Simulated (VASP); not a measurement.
Ta: single point with PBE

The system is Ta.

```
Ta
1.0
    -1.65958    1.65958    1.65958
     1.65958   -1.65958    1.65958
     1.65958    1.65958   -1.65958
Ta
1
Cartesian
  0.0000 0.0000 0.0000
```

```json
{
  "Program": "VASP 6.6.1",
  "Task": "single point",
  "Functional": "PBE",
  "Potentials or basis": "VASP PAW PBE potentials, release 64 (Ta_pv)",
  "Cutoff": "520 eV",
  "k mesh": "18 × 18 × 18",
  "Occupations": "gaussian, width 0.1 eV",
  "Spin": "no spin polarisation"
}
```

```
Pressure               : 0.0 GPa
Band gap on the k mesh : zero (an odd number of electrons rules out a gap without spin polarisation)
```

Levels at points of the mesh, in eV from the Fermi level:
```tsv
k point	band 3	band 4	band 5	band 6	band 7	band 8
(0.00, 0.00, 0.00)	-33.14	-7.87	0.72	0.72	0.72	3.95
(0.50, 0.00, 0.00)	-33.15	-4.32	-1.51	1.51	3.82	4.83
(0.50, 0.50, 0.50)	-33.92	-3.72	-3.72	6.71	6.71	6.71
```

Run time: 59 s on 1 thread of Intel Xeon 8259CL, on a shared host, peak memory 0.17 GiB.

Caveat: spin-orbit coupling is left out, which moves the levels of the heavy elements.
